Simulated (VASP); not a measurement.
PtSe2, 3 atoms in the cell. It takes space group P-3m1 (No. 164, trigonal). Conventional cell: a = 3.724 Å, b = 3.724 Å, c = 5.062 Å, α = 90.00°, β = 90.00°, γ = 120.00°. Within 3.3 Å of Pt (site symmetry -3m) lie 6 Se at 2.49 Å. Within 3.4 Å of Se (site symmetry 3m) lie 3 Pt at 2.49 Å and 6 Se at 3.32 Å. 

```yaml
Program: VASP 6.6.1
Task: single point
Functional: PBE
Potentials_or_basis: VASP PAW PBE potentials, release 64 (Pt, Se)
Cutoff: 520 eV
k_mesh: 6 × 6 × 4
Occupations: fermi-dirac, width 0.04 eV
Spin: no spin polarisation
Dipole_correction: no
Further_INCAR_settings: ALGO = Normal; EDIFF = 1e-06; NBANDS = 18
```

Potentials or basis: VASP PAW PBE potentials, release 64 (Pt, Se).

The run is started by

```console
$ cat potpaw_PBE.64/Pt/POTCAR potpaw_PBE.64/Se/POTCAR > POTCAR
$ mpirun -np 1 vasp_std > vasp.out
```

Hardware: 1 thread of Intel(R) Xeon(R) 6975P-C (Granite Rapids), with other jobs on the host.

Task: How long does it take, and how much memory?

Result: Wall time 12 s on 1 thread of Intel(R) Xeon(R) 6975P-C (Granite Rapids), on a shared host, peak memory 0.18 GiB. Counts: scf iterations 13, k points 24.
